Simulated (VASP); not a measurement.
Write the native input for VASP 6.6.1 that does the following.

- Task: single point
- Functional: PBE
- Potentials or basis: VASP PAW PBE potentials, release 64 (W_sv)
- Cutoff: 520 eV
- k mesh: 19 × 19 × 10
- Occupations: fermi-dirac, width 0.05 eV
- Spin: no spin polarisation
- Dipole correction: no
- Further INCAR settings: ALGO = Normal; EDIFF = 1e-07; NBANDS = 21

The structure of W lies in POSCAR:

```
W
1.0
    2.7671216625      0.0000000000      0.0000000000
   -1.3835608313      2.3963976551      0.0000000000
    0.0000000000      0.0000000000      4.9338532670
W
2
Direct
    0.3333333333      0.6666666667      0.2500000000
    0.6666666667      0.3333333333      0.7500000000
```

This isn't the form of W at room conditions, which is bcc.

The input as run:

INCAR

```
SYSTEM = W
  PREC = Accurate
  ENCUT = 520
  EDIFF = 1E-7
  ISMEAR = -1
  SIGMA = 0.05
  LREAL = .FALSE.
  LASPH = .TRUE.
  NELM = 100
  ALGO = Normal
  ISIF = 2
  LWAVE = .FALSE.
  LCHARG = .FALSE.
  GGA = PE
  NBANDS = 21
```

KPOINTS

```
Automatic mesh
0
G
  19 19 10
  0 0 0
```

Potentials or basis: VASP PAW PBE potentials, release 64 (W_sv).

The run is started by

```console
$ cat potpaw_PBE.64/W_sv/POTCAR > POTCAR
$ mpirun -np 1 vasp_std > vasp.out
```

Results of the run:

* Pressure: 3.4 GPa
* Band gap on the k mesh: zero (bands 14 and 15 overlap by 1.76 eV)

Caveat: the cell stands under pressure; spin-orbit coupling is left out, which moves the levels of the heavy elements.

Wall time 78 s on 1 thread of AMD EPYC 9R45 96-Core Processor (Zen 5), on a shared host, peak memory 0.23 GiB.
